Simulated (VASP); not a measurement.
Wanted: the native input for a VASP 6.6.1 run.

| Item | Value |
| --- | --- |
| Task | single point |
| Functional | r2SCAN |
| Potentials or basis | VASP PAW PBE potentials, release 64 (Hf_pv, O) |
| Cutoff | 520 eV |
| k mesh | 8 × 8 × 8 |
| Occupations | gaussian, width 0.01 eV |
| Spin | no spin polarisation |
| Dipole correction | no |
| Further INCAR settings | ALGO = Normal; EDIFF = 1e-07; NBANDS = 18 |

HfO2:

```
Hf O
1.0
     0.00000    2.55423    2.55423
     2.55423    0.00000    2.55423
     2.55423    2.55423    0.00000
Hf O
1 2
Direct
  0.00000 0.00000 0.00000
  0.25000 0.25000 0.25000
  0.75000 0.75000 0.75000
```

This cell differs from its parent crystal: volume changed by +3%.

One way to write it, as run:

POSCAR

```
HfO2
1.0
    0.0000000000      2.5542253558      2.5542253558
    2.5542253558      0.0000000000      2.5542253558
    2.5542253558      2.5542253558      0.0000000000
Hf O
1 2
Direct
    0.0000000000      0.0000000000      0.0000000000
    0.2500000000      0.2500000000      0.2500000000
    0.7500000000      0.7500000000      0.7500000000
```

INCAR.step1

```
SYSTEM = HfO2
PREC     = Accurate       ! precision mode
ENCUT    = 520            ! plane-wave cutoff, eV
ISMEAR   = 0              ! smearing method
SIGMA    = 0.01           ! smearing width, eV
LREAL    = .FALSE.        ! projectors in reciprocal space
LASPH    = .TRUE.         ! aspherical terms in the spheres
NELM     = 100            ! most SCF steps
NBANDS   = 18             ! bands
GGA      = PE             ! functional
ALGO     = Normal         ! electronic algorithm
EDIFF    = 1E-4           ! SCF threshold, eV
LWAVE    = .TRUE.         ! write WAVECAR
LCHARG   = .FALSE.        ! write CHGCAR
```

INCAR.step2

```
SYSTEM = HfO2
PREC     = Accurate       ! precision mode
ENCUT    = 520            ! plane-wave cutoff, eV
EDIFF    = 1E-7           ! SCF threshold, eV
ISMEAR   = 0              ! smearing method
SIGMA    = 0.01           ! smearing width, eV
LREAL    = .FALSE.        ! projectors in reciprocal space
LASPH    = .TRUE.         ! aspherical terms in the spheres
NELM     = 100            ! most SCF steps
ALGO     = Normal         ! electronic algorithm
ISIF     = 2              ! what is computed and relaxed
LWAVE    = .FALSE.        ! write WAVECAR
LCHARG   = .FALSE.        ! write CHGCAR
METAGGA  = R2SCAN         ! meta-GGA
LMIXTAU  = .TRUE.       
NBANDS   = 18             ! bands
ISTART   = 1
```

KPOINTS

```
Automatic mesh
0
G
  8 8 8
  0 0 0
```

Potentials or basis: VASP PAW PBE potentials, release 64 (Hf_pv, O).

The run is started by

```sh
$ cat potpaw_PBE.64/Hf_pv/POTCAR potpaw_PBE.64/O/POTCAR > POTCAR
$ cp INCAR.step1 INCAR
$ mpirun -np 1 vasp_std > vasp.out
$ cp INCAR.step2 INCAR
$ mpirun -np 1 vasp_std > vasp.out
```

It gave:

* Pressure: -11.2 GPa
* Band gap on the k mesh: 4.23 eV, direct

Caveat: the PAW data sets were made with another functional, which shifts forces and pressure a little; spin-orbit coupling is left out, which moves the levels of the heavy elements.

Wall time 54 s on 1 thread of Intel(R) Xeon(R) 6975P-C (Granite Rapids) (shared host), peak memory 0.17 GiB.
